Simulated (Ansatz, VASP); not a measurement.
# CuO: VASP beside Ansatz

```
CELL_PARAMETERS angstrom
2.06864 -2.06925 0.16388
2.06864 2.06925 0.16388
-0.40563 0.00000 5.17765
ATOMIC_POSITIONS crystal
Cu 0.99425 0.49425 0.00185
Cu 0.49425 0.99425 0.50185
O 0.49406 0.49444 0.25185
O 0.49444 0.49406 0.75185
```

Alike in both runs: functional r2SCAN; k mesh 9 × 9 × 5; occupations fermi-dirac, width 0.1 eV; no spin polarisation.

Ansatz relaxed the structure, and its values are those at the end. VASP's run is a single point on that final structure, the one shown.

|  | VASP | Ansatz |
| --- | --- | --- |
| version | VASP 6.6.1 | Ansatz 0.2.0 |
| potentials or method | VASP PAW PBE potentials, release 64 (Cu, O), cutoff 660 eV | PAW plane waves |
| valence electrons in the cell | 34 | 50 |

Ansatz gave:

```
pressure (GPa) : -6.2
```

**Question.** Estimate VASP's values.

**Answer.** Pressure (GPa): -5.5.

VASP's potentials were made for PBE, not for r2SCAN. VASP's potentials hold 34 valence electrons a cell and Ansatz's 50, so a difference there can come from the potentials and not from the codes. Ansatz's warnings: stress scf threshold loose, structure snapped to symmetry.
